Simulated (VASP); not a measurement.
Runs of VASP 6.6.1 on SiNi (NiAs type). The structure is that of space group P6_3/mmc (No. 194), or close to it. The cells are those of the table. 

| task | cell | k mesh for the DOS | occupations for the DOS | gap on the mesh (eV) | pressure (GPa) |
| --- | --- | --- | --- | --- | --- |
| single point | a = 3.353, b = 3.353, c = 4.653 Å, angles 90.0, 90.0, 120.0°, 4 atoms | - | - | none | (a) |
| single point | a = 2.972, b = 2.972, c = 4.308 Å, angles 90.0, 90.0, 120.0°, 4 atoms | - | - | none | 194.7 |
| single point | a = 3.511, b = 3.511, c = 4.823 Å, angles 90.0, 90.0, 120.0°, 4 atoms | - | - | none | 0.0 |
| single point | a = 3.434, b = 3.434, c = 4.739 Å, angles 90.0, 90.0, 120.0°, 4 atoms | - | - | none | 11.5 |
| single point | a = 3.113, b = 3.113, c = 4.417 Å, angles 90.0, 90.0, 120.0°, 4 atoms | - | - | none | (b) |
| single point | a = 3.238, b = 3.238, c = 4.536 Å, angles 90.0, 90.0, 120.0°, 4 atoms | - | - | none | 59.8 |

Alike in all rows: level PBE; potentials or basis VASP PAW PBE potentials, release 64 (Ni, Si); no spin polarisation; k mesh 11 × 11 × 6; cutoff (eV) 520; smearing fermi-dirac 0.1 eV.

**Question.** Fill in the values left out.

**Answer.** (a) 27.6; (b) 111.1.

A gap of «none» marks levels without a gap at the run's occupations.
